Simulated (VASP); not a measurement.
A run of VASP 6.6.1 is set up as follows.

File INCAR:

```
SYSTEM = Zn3O2
ALGO     = Normal         ! electronic algorithm
EDIFF    = 1E-6           ! SCF threshold, eV
ENCUT    = 520            ! plane-wave cutoff, eV
GGA      = PE             ! functional
ISIF     = 2              ! what is computed and relaxed
ISMEAR   = 0              ! smearing method
LASPH    = .True.         ! aspherical terms in the spheres
LCHARG   = .True.         ! write CHGCAR
LELF     = .True.         ! ELF
LREAL    = .False.        ! projectors in reciprocal space
LVHAR    = .True.       
LWAVE    = .False.        ! write WAVECAR
NBANDS   = 32             ! bands
NELM     = 80             ! most SCF steps
PREC     = Accurate       ! precision mode
SIGMA    = 0.1            ! smearing width, eV
```

File KPOINTS:

```
k-points
0
Gamma
  6 6 6
  0 0 0
```

The input POSCAR:

```
Zn3O2
1.0
    1.5202335257      0.8777072353      7.1438409589
   -1.5202335257      0.8777072353      7.1438409589
    0.0000000000     -1.7554144705      7.1438409589
Zn O
3 2
Direct
    0.0000000000      0.0000000000      0.0000000000
    0.2139454033      0.2139454033      0.2139454033
    0.7860545967      0.7860545967      0.7860545967
    0.3917984630      0.3917984630      0.3917984630
    0.6082015370      0.6082015370      0.6082015370
```

Potentials or basis: VASP PAW PBE potentials, release 64 (Zn, O).

Command:

```sh
$ cat potpaw_PBE.64/Zn/POTCAR potpaw_PBE.64/O/POTCAR > POTCAR
$ mpirun -np 1 vasp_std > vasp.out
```

(1) Estimate the largest force.

(2) Estimate the band gap on the k mesh.

## Answers

(1) 0.021 eV/Å.

(2) zero (bands 24 and 25 overlap by 1.14 eV).

Caveat: the k points lie up to 0.40 Å⁻¹ apart, too coarse for converged energies and pressures of a metal.
